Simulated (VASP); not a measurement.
# Ti3Se (P-6m2) in VASP: vibrations by perturbation theory with PBEsol

Aim: the vibrations by perturbation theory of Ti3Se with PBEsol.

Program: VASP 6.6.1. These are calculated values, not measurements. Logs are shortened: lines on timing, memory, paths and dates and some standing lists are left out, and cuts for length are marked.

### 1 The cell of the first run

Symmetry: P-6m2, No. 187, hexagonal system. The conventional cell has a = 3.197 Å, b = 3.197 Å, c = 7.943 Å, α = 90.00°, β = 90.00°, γ = 120.00°. Se (site symmetry -6m2) has 6 Ti at 2.58 Å and 6 Se at 3.20 Å within 3.4 Å. Within 3.8 Å of Ti (site symmetry -6m2) lie 12 Ti at 2.85 to 3.20 Å. Ti (site symmetry 3m) has 3 Se at 2.58 Å and 9 Ti at 2.85 to 3.20 Å within 3.4 Å.

### 2 Vibrations by perturbation theory, PBEsol

File INCAR:

```
SYSTEM = Ti3Se
ALGO = Normal ; EDIFF = 1E-8
ENCUT = 520 ; GGA = PS
IBRION = 8 ; ISIF = 2
ISMEAR = -1 ; LASPH = .True.
LCHARG = .True. ; LREAL = .False.
LWAVE = .False. ; NELM = 80
NSW = 1 ; PREC = Accurate
SIGMA = 0.05
```

File KPOINTS:

```
k-points
0
Gamma
  10 10 4
  0 0 0
```

File POSCAR:

```
Ti3Se
1.0
    3.1974455988      0.0000000000      0.0000000000
   -1.5987227994      2.7690691158      0.0000000000
    0.0000000000      0.0000000000      7.9427450000
Se Ti
1 3
Direct
    0.0000000000      0.0000000000      0.0000000000
    0.6666666667      0.3333333333      0.5000000000
    0.3333333333      0.6666666667      0.7729020000
    0.3333333333      0.6666666667      0.2270980000
```

Potentials or basis: VASP PAW PBE potentials, release 64 (Se, Ti_sv).

Command:

```bash
$ cat potpaw_PBE.64/Se/POTCAR potpaw_PBE.64/Ti_sv/POTCAR > POTCAR
$ mpirun -np 1 vasp_std > vasp.out
```

OUTCAR:

```text
SYSTEM = Ti3Se
   EDIFF = 1E-8
   ENCUT = 520
   GGA = PS
   IBRION = 8
   ISIF = 2
   ISMEAR = -1
   LASPH = .True.
   LREAL = .False.
   NELM = 80
   NSW = 1
   PREC = Accurate

 ion  position               nearest neighbor table
   1  0.000  0.000  0.000-   3 2.58   4 2.58   3 2.58   4 2.58   3 2.58   4 2.58
   2  0.667  0.333  0.500-   3 2.85   4 2.85   3 2.85   4 2.85   3 2.85   4 2.85
   3  0.333  0.667  0.773-   1 2.58   1 2.58   1 2.58   2 2.85   2 2.85   2 2.85
   4  0.333  0.667  0.227-   1 2.58   1 2.58   1 2.58   2 2.85   2 2.85   2 2.85

  LATTYP: Found a hexagonal cell.
 ALAT       =     3.1974455988
 C/A-ratio  =     2.4840907389

  Lattice vectors:

 A1 = (   3.1974455988,   0.0000000000,   0.0000000000)
 A2 = (  -1.5987227994,   2.7690691158,   0.0000000000)
 A3 = (   0.0000000000,   0.0000000000,   7.9427450000)

Analysis of symmetry for initial positions (statically):
=====================================================================
 Subroutine PRICEL returns:
 Original cell was already a primitive cell.

 Routine SETGRP: Setting up the symmetry group for a
 hexagonal supercell.

 Subroutine GETGRP returns: Found 12 space group operations
 (whereof 12 operations were pure point group operations)
 out of a pool of 24 trial point group operations.

The static configuration has the point symmetry D_3h.

Analysis of symmetry for dynamics (positions and initial velocities):
=====================================================================
 Subroutine PRICEL returns:
 Original cell was already a primitive cell.

 Routine SETGRP: Setting up the symmetry group for a
 hexagonal supercell.

 Subroutine GETGRP returns: Found 12 space group operations
 (whereof 12 operations were pure point group operations)
 out of a pool of 24 trial point group operations.

The dynamic configuration has the point symmetry D_3h.

 Subroutine INISYM returns: Found 12 space group operations
 (whereof 12 operations are pure point group operations),
 and found     1 'primitive' translations

----------------------------------------------------------------------------------------

                                     Primitive cell

  volume of cell :      70.3247

  direct lattice vectors                    reciprocal lattice vectors
     3.197445599  0.000000000  0.000000000     0.312749653  0.180566096  0.000000000
    -1.598722799  2.769069116  0.000000000     0.000000000  0.361132192  0.000000000
     0.000000000  0.000000000  7.942745000     0.000000000  0.000000000  0.125901058

  length of vectors
     3.197445599  3.197445599  7.942745000     0.361132192  0.361132192  0.125901058

  position of ions in fractional coordinates (direct lattice)
     0.000000000  0.000000000  0.000000000
     0.666666667  0.333333333  0.500000000
     0.333333333  0.666666667  0.772902000
     0.333333333  0.666666667  0.227098000

  ion indices of the primitive-cell ions
   primitive index   ion index
                 1           1
                 2           2
                 3           3
                 4           4

----------------------------------------------------------------------------------------

 KPOINTS: k-points

Automatic generation of k-mesh.
 Grid dimensions read from file:
 generate k-points for:   10   10    4

 Generating k-lattice:

  Cartesian coordinates                     Fractional coordinates (reciprocal lattice)
     0.031274965  0.018056610  0.000000000     0.100000000 -0.000000000  0.000000000
     0.000000000  0.036113219  0.000000000     0.000000000  0.100000000  0.000000000
     0.000000000  0.000000000  0.031475265     0.000000000  0.000000000  0.250000000

  Length of vectors
     0.036113219  0.036113219  0.031475265

  Shift w.r.t. Gamma in fractional coordinates (k-lattice)
     0.000000000  0.000000000  0.000000000

 Subroutine IBZKPT returns following result:
 ===========================================

 Found     42 irreducible k-points:
[... 59 lines left out ...]
   EMIN   =  10.00;   EMAX   =-10.00  energy-range for DOS
   EFERMI =   0.00;   METHOD = LEGACY
   ISMEAR =    -1;   SIGMA  =   0.05  broadening in eV -4-tet -1-fermi 0-gaus
   EFERMI_NEDOS =   21; number of points for ismear=-14 and -15
   IALGO  =     38    algorithm
   IMIX   =      4    mixing-type and parameters
     AMIX     =   0.40;   BMIX     =  1.00
     AMIX_MAG =   1.60;   BMIX_MAG =  1.00
  volume/ion in A,a.u.               =      17.58       118.64
  Fermi-wavevector in a.u.,A,eV,Ry     =   1.378654  2.605279 25.860428  1.900688
  Thomas-Fermi vector in A             =   2.503696
   LORBIT       =      0    0 simple, 1 ext, 2 COOP (PROOUT), +10 PAW based schemes
   GGA     = PS    functional components
   LHFCALC =     F    Hartree Fock is set to
   AEXX    =    0.0000 exact exchange contribution
   IVDW    =     0    specifies the selected vdW correction
   LEPSILON=     F    determine dielectric tensor
   LRPA    =     F    only Hartree local field effects (RPA)
 non-spin polarized calculation
  energy-cutoff  :      520.00
  volume of cell :       70.32
 maximum number of plane-waves:      1918
 NGX is ok and might be reduce to    24
   NGX = 11   NGY = 11   NGZ = 29

--------------------------------------- Ionic step        1  -------------------------------------------

 number of electron      42.0000000 magnetization

 Free energy of the ion-electron system (eV)
  ---------------------------------------------------
  ext. energy  EPLUGINS =         0.00000000
  ---------------------------------------------------
  free energy    TOTEN  =       -30.90991059 eV

  energy without entropy =      -30.88606449  energy(sigma->0) =      -30.89798754

 E-fermi :   7.9268     XC(G=0): -11.4815

 val. band max:        7.9223115245   @ k =   0.1000   0.1000   0.0000
 cond. band min:       7.9332773124   @ k =   0.3000   0.2000   0.0000
 fundamental gap:      0.0109657880
 Fermi energy:         7.9267890702

 k-point     1 :       0.0000    0.0000    0.0000
  band No.  band energies     occupation
      1     -48.8745      2.00000
      2     -48.8531      2.00000
      3     -48.7053      2.00000
      4     -25.4566      2.00000
      5     -25.3607      2.00000
      6     -25.0774      2.00000
[... 661 lines left out ...]
     24       9.0369      0.00000
     25       9.5923      0.00000

 [... further k-points ...]
[... 5 lines left out ...]
  --------------------------------------------------------------------------------------
  -------------------------------------------------------------------------------------
  Total       -1.8635030     -1.8635030     -2.0200157     -0.0000000      0.0000000      0.0000000
  in kB      -42.4554155    -42.4554155    -46.0211790     -0.0000000      0.0000000      0.0000000
  external PRESSURE =     -43.6440033 kB  Pullay stress =       0.0000000 kB

 VOLUME and BASIS-vectors are now :
 -----------------------------------------------------------------------------
  energy-cutoff  :      520.00
  volume of cell :       70.32
      direct lattice vectors                 reciprocal lattice vectors
     3.197445599  0.000000000  0.000000000     0.312749653  0.180566096  0.000000000
    -1.598722799  2.769069116  0.000000000     0.000000000  0.361132192  0.000000000
     0.000000000  0.000000000  7.942745000     0.000000000  0.000000000  0.125901058

 POSITION                                       TOTAL-FORCE (eV/Angst)
 -----------------------------------------------------------------------------------
      0.00000      0.00000      0.00000        -0.000000      0.000000      0.000000
      1.59872      0.92302      3.97137        -0.000000      0.000000      0.000000
     -0.00000      1.84605      6.13896         0.000000      0.000000      0.070926
     -0.00000      1.84605      1.80378         0.000000      0.000000     -0.070926
 -----------------------------------------------------------------------------------
    total drift:                                0.000000     -0.000000     -0.000000

  FREE ENERGIE OF THE ION-ELECTRON SYSTEM (eV)
  ---------------------------------------------------
  free  energy   TOTEN  =       -30.9099105941 eV

  energy  without entropy=      -30.8860644868  energy(sigma->0) =      -30.89798754

[... ionic steps 2 to 9 ...]

--------------------------------------- Ionic step       10  -------------------------------------------

------------------------ aborting loop because EDIFF is reached ----------------------------------------

[... ionic steps 11 to 11 ...]

--------------------------------------- Ionic step       12  -------------------------------------------

 Free energy of the ion-electron system (eV)
  ---------------------------------------------------
  ---------------------------------------------------
  free energy    TOTEN  =        -0.76907798 eV

  energy without entropy =       -0.76907616

------------------------ aborting loop because EDIFF is reached ----------------------------------------

 INTERNAL STRAIN TENSOR  FOR ION    3  DIRECTION 3   (eV/Angst):
 -----------------------------------------------------------------------------
     2.49082  0.00000  0.00000
    -0.00000  2.49082  0.00000
     0.00000 -0.00000  4.01393

 INTERNAL STRAIN TENSOR FOR ION    4 for displacements in x,y,z  (eV/Angst):
          X           Y           Z          XY          YZ          ZX
  --------------------------------------------------------------------------------
  x     0.00000     0.00000    -0.00000     0.31310    -0.00000    -4.96719
  y     0.31310    -0.31310    -0.00000     0.00000    -3.83827     0.00000
  z    -2.49082    -2.49082    -4.01393     0.00000    -0.00000     0.00000

 SECOND DERIVATIVES (NOT SYMMETRIZED)
 ------------------------------------
               1X          1Y          1Z          2X          2Y          2Z          3X          3Y          3Z          4X          4Y          4Z
  1X    -6.923460    0.000000    0.000000   -0.157695   -0.000000    0.000000    3.540577    0.000000    0.000000    3.540577    0.000000    0.000000
  1Y     0.000000   -6.923460    0.000000    0.000000   -0.157695    0.000000    0.000000    3.540577    0.000000    0.000000    3.540577    0.000000
  1Z     0.000000    0.000000   -9.454474    0.000000   -0.000000    0.970861   -0.000000    0.000000    4.241807   -0.000000    0.000000    4.241807
  2X    -0.152926    0.000000    0.000000   -2.229945    0.000000    0.000000    1.191436    0.000000    0.000000    1.191436    0.000000    0.000000
  2Y     0.000000   -0.152926    0.000000   -0.000000   -2.229945    0.000000    0.000000    1.191436    0.000000    0.000000    1.191436    0.000000
  2Z     0.000000    0.000000    0.941055    0.000000    0.000000   -8.762629    0.000000    0.000000    3.910787    0.000000    0.000000    3.910787
  3X     3.536915    0.000000   -0.000000    1.175872    0.000000    0.000000   -5.349889    0.000000   -0.000000    0.637102    0.000000   -0.000000
  3Y     0.000000    3.536915    0.000000   -0.000000    1.175872    0.000000    0.000000   -5.349889   -0.000000    0.000000    0.637102    0.000000
  3Z     0.000000   -0.000000    4.263858    0.000000   -0.000000    3.908129    0.000000    0.000000   -9.648146    0.000000   -0.000000    1.476158
  4X     3.536915    0.000000    0.000000    1.175872    0.000000    0.000000    0.637102    0.000000    0.000000   -5.349889   -0.000000    0.000000
  4Y     0.000000    3.536915    0.000000   -0.000000    1.175872   -0.000000    0.000000    0.637102   -0.000000    0.000000   -5.349889   -0.000000
  4Z     0.000000    0.000000    4.263858   -0.000000    0.000000    3.908129   -0.000000    0.000000    1.476158    0.000000    0.000000   -9.648146

 Eigenvectors and eigenvalues of the dynamical matrix
 ----------------------------------------------------

   1 f  =    8.725096 THz    54.821394 2PiTHz  291.037870 cm-1    36.084081 meV
             X         Y         Z           dx          dy          dz
      0.000000  0.000000  0.000000     0.000000   -0.000000   -0.319551
      1.598723  0.923023  3.971373     0.000000   -0.000000   -0.611740
     -0.000000  1.846046  6.138963    -0.000000    0.000000    0.511694
     -0.000000  1.846046  1.803782    -0.000000    0.000000    0.511694
[... 71 lines left out ...]
  12 f/i=    0.012616 THz     0.079267 2PiTHz    0.420813 cm-1     0.052174 meV
             X         Y         Z           dx          dy          dz
      0.000000  0.000000  0.000000    -0.391529   -0.450162   -0.000000
      1.598723  0.923023  3.971373    -0.302432   -0.347722   -0.000000
     -0.000000  1.846046  6.138963    -0.304890   -0.350548   -0.000000
     -0.000000  1.846046  1.803782    -0.304890   -0.350548   -0.000000

--------------------------------------------------------------------------------------------------------

 ELASTIC MODULI CONTR FROM IONIC RELAXATION (kBar)
 Direction    XX          YY          ZZ          XY          YZ          ZX
 --------------------------------------------------------------------------------
 XX        -243.5640    192.7394    -40.9517      0.0000      0.0000     -0.0000
 YY         192.7394   -243.5640    -40.9517     -0.0000     -0.0000      0.0000
 ZZ         -40.9517    -40.9517    -65.9934     -0.0000      0.0000     -0.0000
 XY           0.0000     -0.0000     -0.0000   -218.1517      0.0000      0.0000
 YZ           0.0000     -0.0000      0.0000      0.0000   -112.1231     -0.0000
 ZX          -0.0000      0.0000     -0.0000      0.0000     -0.0000   -187.7786
 --------------------------------------------------------------------------------
```

Run time: 20 min. Hardware: 1 thread of Intel Xeon 6975P-C (Granite Rapids), shared host; peak memory 0.76 GiB.

What came out:

```yaml
Highest_phonon_frequency_at_Γ_LO-TO_splitting_left_out: 291 cm⁻¹
```

Phonon frequencies in cm⁻¹ (negative: imaginary):
```tsv
q point	frequencies
(0.000, 0.000, 0.000)	0 0 0 119 119 184 184 210 221 221 251 291
```

Caveat: the cell wasn't relaxed at this level first, which shifts response properties; the PAW data sets were made with another functional, which shifts forces and pressure a little.
